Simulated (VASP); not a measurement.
# AsPt3Se3 (R3m) in VASP: single point with PBE

Aim: the single point of AsPt3Se3 with PBE.

Everything below comes from runs of VASP 6.6.1. Logs are shortened: lines on timing, memory, paths and dates and some standing lists are left out, and cuts for length are marked.

## Step 1: The cell of the first run

The structure is trigonal, space group R3m (No. 160). The conventional cell has a = 9.002 Å, b = 9.002 Å, c = 6.470 Å, α = 90.00°, β = 90.00°, γ = 120.00°. Pt (site symmetry m) has 6 Se at 2.90 to 3.57 Å and 2 As at 3.33 to 3.60 Å and 6 Pt at 3.46 to 3.53 Å within 3.8 Å. Se (site symmetry m) has 1 As at 2.01 Å within 2.7 Å. As (site symmetry 3m) has 3 Se at 2.01 Å within 2.7 Å.

## Step 2: Single point, PBE

Contents of INCAR:

```
SYSTEM = AsPt3Se3
PREC     = Accurate       ! precision mode
ENCUT    = 500            ! plane-wave cutoff, eV
EDIFF    = 1E-6           ! SCF threshold, eV
ISMEAR   = -1             ! smearing method
SIGMA    = 0.1            ! smearing width, eV
LREAL    = .False.        ! projectors in reciprocal space
LASPH    = .True.         ! aspherical terms in the spheres
NELM     = 120            ! most SCF steps
ALGO     = Normal         ! electronic algorithm
ISIF     = 2              ! what is computed and relaxed
LWAVE    = .False.        ! write WAVECAR
LCHARG   = .True.         ! write CHGCAR
GGA      = PE             ! functional
LELF     = .True.         ! ELF
LVHAR    = .True.       
NBANDS   = 36             ! bands
GGA_COMPAT= .False.
```

Contents of KPOINTS:

```
Automatic mesh
0
Gamma
  7 7 7
  0 0 0
```

Contents of POSCAR:

```
AsPt3Se3
1.0
    4.5012190000      2.5987770000      2.1568180000
   -4.5012190000      2.5987770000      2.1568180000
    0.0000000000     -5.1975630000      2.1568180000
Pt Se As
3 3 1
Direct
    0.2052000000      0.2052000000      0.5896000000
    0.5896000000      0.2052000000      0.2052000000
    0.2052000000      0.5896000000      0.2052000000
    0.6532000000      0.6532000000      0.0376000000
    0.0376000000      0.6532000000      0.6532000000
    0.6532000000      0.0376000000      0.6532000000
    0.7450000000      0.7450000000      0.7450000000
```

Potentials or basis: VASP PAW PBE potentials, release 64 (Pt, Se, As).

Launch:

```sh
$ cat potpaw_PBE.64/Pt/POTCAR potpaw_PBE.64/Se/POTCAR potpaw_PBE.64/As/POTCAR > POTCAR
$ mpirun -np 1 vasp_std > vasp.out
```

OUTCAR:

```text
SYSTEM = AsPt3Se3
   PREC = Accurate
   ENCUT = 500
   EDIFF = 1E-6
   ISMEAR = -1
   LREAL = .False.
   LASPH = .True.
   NELM = 120
   ISIF = 2
   GGA = PE

 ion  position               nearest neighbor table
   1  0.205  0.205  0.590-   5 2.90   6 2.90   4 2.90   5 3.14   6 3.14   3 3.46   2 3.46
   2  0.590  0.205  0.205-   4 2.90   6 2.90   5 2.90   4 3.14   6 3.14   1 3.46   3 3.46
   3  0.205  0.590  0.205-   4 2.90   5 2.90   6 2.90   4 3.14   5 3.14   1 3.46   2 3.46
   4  0.653  0.653  0.038-   7 2.01   3 2.90   2 2.90   1 2.90   3 3.14   2 3.14
   5  0.038  0.653  0.653-   7 2.01   1 2.90   3 2.90   2 2.90   1 3.14   3 3.14
   6  0.653  0.038  0.653-   7 2.01   1 2.90   2 2.90   3 2.90   1 3.14   2 3.14
   7  0.745  0.745  0.745-   5 2.01   6 2.01   4 2.01

  LATTYP: Found a trigonal (rhomboedric) cell.
 ALAT       =     5.6273017534
 COS(alpha) =    -0.2796470350

  Lattice vectors:

 A1 = (   4.5012190000,   2.5987770000,   2.1568180000)
 A2 = (  -4.5012190000,   2.5987770000,   2.1568180000)
 A3 = (   0.0000000000,  -5.1975630000,   2.1568180000)

Analysis of symmetry for initial positions (statically):
=====================================================================
 Subroutine PRICEL returns:
 Original cell was already a primitive cell.

 Routine SETGRP: Setting up the symmetry group for a
 trigonal (rhombohedral) supercell.

 Subroutine GETGRP returns: Found  6 space group operations
 (whereof  6 operations were pure point group operations)
 out of a pool of 12 trial point group operations.

The static configuration has the point symmetry C_3v.

Analysis of symmetry for dynamics (positions and initial velocities):
=====================================================================
 Subroutine PRICEL returns:
 Original cell was already a primitive cell.

 Routine SETGRP: Setting up the symmetry group for a
 trigonal (rhombohedral) supercell.

 Subroutine GETGRP returns: Found  6 space group operations
 (whereof  6 operations were pure point group operations)
 out of a pool of 12 trial point group operations.

The dynamic configuration has the point symmetry C_3v.

 Subroutine INISYM returns: Found  6 space group operations
 (whereof  6 operations are pure point group operations),
 and found     1 'primitive' translations

----------------------------------------------------------------------------------------

                                     Primitive cell

  volume of cell :     151.3786

  direct lattice vectors                    reciprocal lattice vectors
     4.501219000  2.598777000  2.156818000     0.111081020  0.064132657  0.154548750
    -4.501219000  2.598777000  2.156818000    -0.111081020  0.064132657  0.154548750
     0.000000000 -5.197563000  2.156818000     0.000000000 -0.128265314  0.154548482

  length of vectors
     5.627297599  5.627297599  5.627301753     0.200841497  0.200841497  0.200841291

  position of ions in fractional coordinates (direct lattice)
     0.205200000  0.205200000  0.589600000
     0.589600000  0.205200000  0.205200000
     0.205200000  0.589600000  0.205200000
     0.653200000  0.653200000  0.037600000
     0.037600000  0.653200000  0.653200000
     0.653200000  0.037600000  0.653200000
     0.745000000  0.745000000  0.745000000

  ion indices of the primitive-cell ions
   primitive index   ion index
                 1           1
                 2           2
                 3           3
                 4           4
                 5           5
                 6           6
                 7           7

----------------------------------------------------------------------------------------

 KPOINTS: Automatic mesh

Automatic generation of k-mesh.
 Grid dimensions read from file:
 generate k-points for:    7    7    7

 Generating k-lattice:

  Cartesian coordinates                     Fractional coordinates (reciprocal lattice)
     0.015868717  0.009161808  0.022078393     0.142857143 -0.000000000  0.000000000
    -0.015868717  0.009161808  0.022078393    -0.000000000  0.142857143  0.000000000
     0.000000000 -0.018323616  0.022078355     0.000000000  0.000000000  0.142857143

  Length of vectors
     0.028691642  0.028691642  0.028691613

  Shift w.r.t. Gamma in fractional coordinates (k-lattice)
     0.000000000  0.000000000  0.000000000

 Subroutine IBZKPT returns following result:
 ===========================================

 Found     44 irreducible k-points:

 Following reciprocal coordinates:
            Coordinates               Weight
  0.000000  0.000000  0.000000      1.000000
  0.142857  0.000000  0.000000      6.000000
  0.285714  0.000000  0.000000      6.000000
  0.428571  0.000000  0.000000      6.000000
  0.142857  0.142857  0.000000      6.000000
  0.285714  0.142857  0.000000     12.000000
[... 16 lines left out ...]
  0.285714  0.285714  0.142857      6.000000
  0.428571  0.285714  0.142857     12.000000
 [... further k-points ...]
   k-points           NKPTS =     44   k-points in BZ     NKDIM =     44   number of bands    NBANDS=     36
   number of dos      NEDOS =    301   number of ions     NIONS =      7
   total plane-waves  NPLWV =  74088
   dimension x,y,z NGX =    42 NGY =   42 NGZ =   42
   dimension x,y,z NGXF=    84 NGYF=   84 NGZF=   84
   ions per type =               3   3   1
   NGX,Y,Z   is equivalent  to a cutoff of  12.41, 12.41, 12.41 a.u.
   NGXF,Y,Z  is equivalent  to a cutoff of  24.82, 24.82, 24.82 a.u.
 SYSTEM =  AsPt3Se3
   PREC   = accura    normal or accurate (medium, high low for compatibility)
   ISTART =      0    job   : 0-new  1-cont  2-samecut
   ICHARG =      2    charge: 1-file 2-atom 10-const
   ISPIN  =      1    spin polarized calculation?
   LNONCOLLINEAR =      F non collinear calculations
   LSORBIT =      F    spin-orbit coupling
   LASPH  =      T    aspherical Exc in radial PAW
   ENCUT  =  500.0 eV  36.75 Ry    6.06 a.u.  10.26 10.26 10.26*2*pi/ulx,y,z
   NELM   =    120;   NELMIN=  2; NELMDL= -5     # of ELM steps
   EDIFF  = 0.1E-05   stopping-criterion for ELM
   LREAL  =      F    real-space projection
   EDIFFG = 0.1E-04   stopping-criterion for IOM
   NSW    =      0    number of steps for IOM
   IBRION =     -1    ionic relax: 0-MD 1-quasi-New 2-CG
   NFREE  =      0    steps in history (QN), initial steepest desc. (CG)
   ISIF   =      2    stress and relaxation
   ISYM   =      2    0-nonsym 1-usesym 2-fastsym
   POTIM  = 0.5000    time-step for ionic-motion
   TEBEG  =    0.0;   TEEND  =   0.0 temperature during run
   PSTRESS=    0.0 pullay stress
   NELECT =      53.0000    total number of electrons
   NUPDOWN=      -1.0000    fix difference up-down
   EMIN   =  10.00;   EMAX   =-10.00  energy-range for DOS
   EFERMI =   0.00;   METHOD = LEGACY
   ISMEAR =    -1;   SIGMA  =   0.10  broadening in eV -4-tet -1-fermi 0-gaus
   EFERMI_NEDOS =   21; number of points for ismear=-14 and -15
   IALGO  =     38    algorithm
   IMIX   =      4    mixing-type and parameters
     AMIX     =   0.40;   BMIX     =  1.00
     AMIX_MAG =   1.60;   BMIX_MAG =  1.00
  volume/ion in A,a.u.               =      21.63       145.94
  Fermi-wavevector in a.u.,A,eV,Ry     =   1.153839  2.180440 18.114049  1.331345
  Thomas-Fermi vector in A             =   2.290480
   LORBIT       =      0    0 simple, 1 ext, 2 COOP (PROOUT), +10 PAW based schemes
   GGA     = PE    functional components
   LHFCALC =     F    Hartree Fock is set to
   AEXX    =    0.0000 exact exchange contribution
   IVDW    =     0    specifies the selected vdW correction
   LEPSILON=     F    determine dielectric tensor
   LRPA    =     F    only Hartree local field effects (RPA)
 non-spin polarized calculation
  energy-cutoff  :      500.00
  volume of cell :      151.38
 maximum number of plane-waves:      3877
 NGX is ok and might be reduce to    42
   NGX = 21   NGY = 21   NGZ = 21

 number of electron      52.9999995 magnetization

 Free energy of the ion-electron system (eV)
  ---------------------------------------------------
  ext. energy  EPLUGINS =         0.00000000
  ---------------------------------------------------
  free energy    TOTEN  =       -23.78546471 eV

  energy without entropy =      -23.59176414  energy(sigma->0) =      -23.68861443

 E-fermi :   5.5441     XC(G=0): -10.5172

 val. band max:        5.5342353665   @ k =  -0.2857   0.4286   0.2857
 cond. band min:       5.5480010206   @ k =   0.4286   0.4286   0.1429
 fundamental gap:      0.0137656541
 Fermi energy:         5.5441170491

 k-point     1 :       0.0000    0.0000    0.0000
  band No.  band energies     occupation
      1     -12.1049      2.00000
      2      -8.9068      2.00000
      3      -8.9068      2.00000
      4      -4.6936      2.00000
      5      -1.5239      2.00000
      6      -1.5239      2.00000
[... 28 lines left out ...]
     35      11.2618      0.00000
     36      11.2618      0.00000

 k-point     2 :       0.1429    0.0000    0.0000
  band No.  band energies     occupation
      1     -12.0802      2.00000
      2      -8.9721      2.00000
      3      -8.9058      2.00000
      4      -4.6397      2.00000
      5      -1.5481      2.00000
      6      -1.4492      2.00000
[... 28 lines left out ...]
     35      11.2437      0.00000
     36      11.3700      0.00000

 k-point     3 :       0.2857    0.0000    0.0000
  band No.  band energies     occupation
      1     -12.0219      2.00000
      2      -9.1174      2.00000
      3      -8.9036      2.00000
      4      -4.5143      2.00000
      5      -1.6045      2.00000
      6      -1.3613      2.00000
[... 28 lines left out ...]
     35      10.9850      0.00000
     36      11.1465      0.00000

 k-point     4 :       0.4286    0.0000    0.0000
  band No.  band energies     occupation
      1     -11.9720      2.00000
      2      -9.2335      2.00000
      3      -8.9018      2.00000
      4      -4.4075      2.00000
      5      -1.6516      2.00000
      6      -1.4128      2.00000
[... 28 lines left out ...]
     35      10.6504      0.00000
     36      10.7208      0.00000

 k-point     5 :       0.1429    0.1429    0.0000
  band No.  band energies     occupation
      1     -12.0510      2.00000
      2      -8.9995      2.00000
      3      -8.9420      2.00000
      4      -4.6081      2.00000
      5      -1.5918      2.00000
      6      -1.3494      2.00000
[... 655 lines left out ...]
 k-point    22 :      -0.1429    0.1429    0.1429
  band No.  band energies     occupation
      1     -12.0381      2.00000
      2      -9.0073      2.00000
      3      -8.9918      2.00000
      4      -4.5179      2.00000
      5      -1.5506      2.00000
      6      -1.3085      2.00000
[... 28 lines left out ...]
     35      10.9606      0.00000
     36      11.8816      0.00000

 k-point    23 :       0.2857    0.2857    0.1429
  band No.  band energies     occupation
      1     -11.9142      2.00000
      2      -9.2168      2.00000
      3      -9.0762      2.00000
      4      -4.3964      2.00000
      5      -1.4513      2.00000
      6      -1.0334      2.00000
[... 28 lines left out ...]
     35      11.0186      0.00000
     36      11.6507      0.00000

 k-point    24 :       0.4286    0.2857    0.1429
  band No.  band energies     occupation
      1     -11.8803      2.00000
      2      -9.3078      2.00000
      3      -9.0818      2.00000
      4      -4.2833      2.00000
      5      -1.4386      2.00000
      6      -0.9454      2.00000
[... 28 lines left out ...]
     35      11.0629      0.00000
     36      11.5475      0.00000

 [... further k-points ...]

------------------------ aborting loop because EDIFF is reached ----------------------------------------

  FORCE on cell =-STRESS in cart. coord.  units (eV):
  Direction    XX          YY          ZZ          XY          YZ          ZX
  --------------------------------------------------------------------------------------
  -------------------------------------------------------------------------------------
  Total       17.4711590     17.4711590     -9.1626282      0.0000000      0.0000127     -0.0000000
  in kB      184.9131898    184.9131896    -96.9764401      0.0000000      0.0001349     -0.0000000
  external PRESSURE =      90.9499798 kB  Pullay stress =       0.0000000 kB

 VOLUME and BASIS-vectors are now :
 -----------------------------------------------------------------------------
  energy-cutoff  :      500.00
  volume of cell :      151.38
      direct lattice vectors                 reciprocal lattice vectors
     4.501219000  2.598777000  2.156818000     0.111081020  0.064132657  0.154548750
    -4.501219000  2.598777000  2.156818000    -0.111081020  0.064132657  0.154548750
     0.000000000 -5.197563000  2.156818000     0.000000000 -0.128265314  0.154548482

 POSITION                                       TOTAL-FORCE (eV/Angst)
 -----------------------------------------------------------------------------------
      0.00000     -1.99795      2.15682        -0.000000      0.145311      0.431461
      1.73027      0.99897      2.15682        -0.125843     -0.072656      0.431461
     -1.73027      0.99897      2.15682         0.125843     -0.072656      0.431461
      0.00000      3.19961      2.89876        -0.000000     -8.488143      0.635434
     -2.77095     -1.59981      2.89876         7.350947      4.244070      0.635434
      2.77095     -1.59981      2.89876        -7.350947      4.244070      0.635434
      0.00000     -0.00001      4.82049        -0.000000      0.000004     -3.200685
 -----------------------------------------------------------------------------------
    total drift:                                0.000000      0.000019      0.001103

  FREE ENERGIE OF THE ION-ELECTRON SYSTEM (eV)
  ---------------------------------------------------
  free  energy   TOTEN  =       -23.7854647106 eV

  energy  without entropy=      -23.5917641436  energy(sigma->0) =      -23.68861443
```

Run time: 2.2 min. Hardware: 1 thread of AMD EPYC 9R45 (Zen 5), shared host; peak memory 0.35 GiB.

Results:

* Free energy: -23.7855 eV
* Pressure: 9.1 GPa
* Largest force: 8.512 eV/Å
* Band gap on the k mesh: zero (an odd number of electrons rules out a gap without spin polarisation)

Forces in eV/Å, atoms in the order of the input:
```
Pt   0.000  0.145  0.431
Pt  -0.126 -0.073  0.431
Pt   0.126 -0.073  0.431
Se   0.000 -8.488  0.635
Se   7.351  4.244  0.635
Se  -7.351  4.244  0.635
As   0.000  0.000 -3.201
```

Levels at points of the mesh, in eV from the Fermi level:
```
           k point  band 23  band 24  band 25  band 26  band 27  band 28  band 29  band 30
(0.00, 0.00, 0.00)    -1.15    -1.15    -0.83    -0.24    -0.22    -0.22     1.35     1.35
```

Caveat: the cell stands under pressure; spin-orbit coupling is left out, which moves the levels of the heavy elements; forces of over 1 eV/Å act on the atoms, so gaps and moduli don't describe the material at rest.
